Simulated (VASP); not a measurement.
Set up this calculation in VASP 6.6.1, as the native input.

* Task: single point
* Functional: LDA
* Potentials or basis: VASP PAW LDA potentials, release 64 (Cs_sv, I)
* Cutoff: 500 eV
* k mesh: 4 × 4 × 4
* Occupations: gaussian, width 0.01 eV
* Spin: no spin polarisation
* Dipole correction: no
* Further INCAR settings: ALGO = Normal; EDIFF = 1e-06; NBANDS = 15

The structure of CsI lies in POSCAR:

```
CsI
1.0
    4.5667000000      0.0000000000      0.0000000000
    0.0000000000      4.5667000000      0.0000000000
    0.0000000000      0.0000000000      4.5667000000
Cs I
1 1
Direct
    0.0000000000      0.0000000000      0.0000000000
    0.5000000000      0.5000000000      0.5000000000
```

One way to write it, as run:

INCAR

```
PREC = Accurate
ENCUT = 500
EDIFF = 1E-6
ISMEAR = 0
SIGMA = 0.01
LREAL = False
LASPH = True
NELM = 120
ALGO = Normal
ISIF = 2
LWAVE = False
LCHARG = False
GGA = CA
NBANDS = 15
GGA_COMPAT = False
```

KPOINTS

```
Automatic mesh
0
Gamma
  4 4 4
```

Potentials or basis: VASP PAW LDA potentials, release 64 (Cs_sv, I).

Launch:

```sh
$ cat potpaw_LDA.64/Cs_sv/POTCAR potpaw_LDA.64/I/POTCAR > POTCAR
$ mpirun -np 1 vasp_std > vasp.out
```

Results of the run:

The pressure is -1.3 GPa and the band gap on the k mesh is 3.53 eV (least direct gap 3.63 eV).

Caveat: spin-orbit coupling is left out, which moves the levels of the heavy elements.

Wall time 6.2 s on 1 thread of Intel(R) Xeon(R) 6975P-C (Granite Rapids), on a shared host, peak memory 0.17 GiB.
